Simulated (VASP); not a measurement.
**TiO2: single point with PBE**

TiO2:

```
CELL_PARAMETERS angstrom
4.68194 0.00000 0.00000
0.00000 4.68194 0.00000
0.00000 0.00000 2.98846
ATOMIC_POSITIONS crystal
Ti 0.00000 0.00000 0.00000
Ti 0.50000 0.50000 0.50000
O 0.30510 0.30510 0.00000
O 0.19490 0.80510 0.50000
O 0.69490 0.69490 0.00000
O 0.80510 0.19490 0.50000
```

| Quantity | Value |
| --- | --- |
| Program | VASP 6.6.1 |
| Task | single point |
| Functional | PBE |
| Potentials or basis | VASP PAW PBE potentials, release 64 (Ti_sv, O) |
| Cutoff | 520 eV |
| k mesh | 6 × 6 × 10 |
| Occupations | gaussian, width 0.05 eV |
| Spin | no spin polarisation |
| Dipole correction | no |
| Further INCAR settings | ALGO = Normal; EDIFF = 1e-07; NBANDS = 33 |

```json
{"Pressure": "-4.7 GPa", "Largest force": "0.101 eV/Å", "Band gap on the k mesh": "1.77 eV, direct"}
```

Forces on the atoms (eV/Å):
```
Ti   0.000  0.000  0.000
Ti   0.000  0.000  0.000
O    0.071  0.071  0.000
O   -0.071  0.071  0.000
O   -0.071 -0.071  0.000
O    0.071 -0.071  0.000
```

Stress tensor (GPa, compression positive):
```
-4.34  0.00  0.00
 0.00 -4.34  0.00
 0.00  0.00 -5.53
```

Levels at points of the mesh, in eV from the valence-band top:
| k point | band 21 | band 22 | band 23 | band 24 | band 25 | band 26 | band 27 | band 28 |
| --- | --- | --- | --- | --- | --- | --- | --- | --- |
| (0.00, 0.00, 0.00) | -0.67 | -0.43 | -0.43 | 0.00 | 1.77 | 2.04 | 2.31 | 2.38 |
| (0.50, 0.00, 0.00) | -1.53 | -1.53 | -0.69 | -0.69 | 2.39 | 2.39 | 2.84 | 2.84 |
| (0.50, 0.50, 0.00) | -1.24 | -1.24 | -1.03 | -1.03 | 1.80 | 1.80 | 2.40 | 2.40 |
| (0.00, 0.00, 0.50) | -2.15 | -2.15 | -1.38 | -1.38 | 2.78 | 2.78 | 3.02 | 3.02 |
| (0.50, 0.00, 0.50) | -1.94 | -1.94 | -0.95 | -0.95 | 1.82 | 1.82 | 3.04 | 3.04 |
| (0.50, 0.50, 0.50) | -1.17 | -1.17 | -0.67 | -0.67 | 2.45 | 2.45 | 3.05 | 3.05 |

It took 54 s on 1 thread of Intel(R) Xeon(R) 6975P-C (Granite Rapids), on a shared host, peak memory 0.23 GiB.

A k mesh can miss the band edges. As with any semilocal functional, this PBE gap is likely too small.
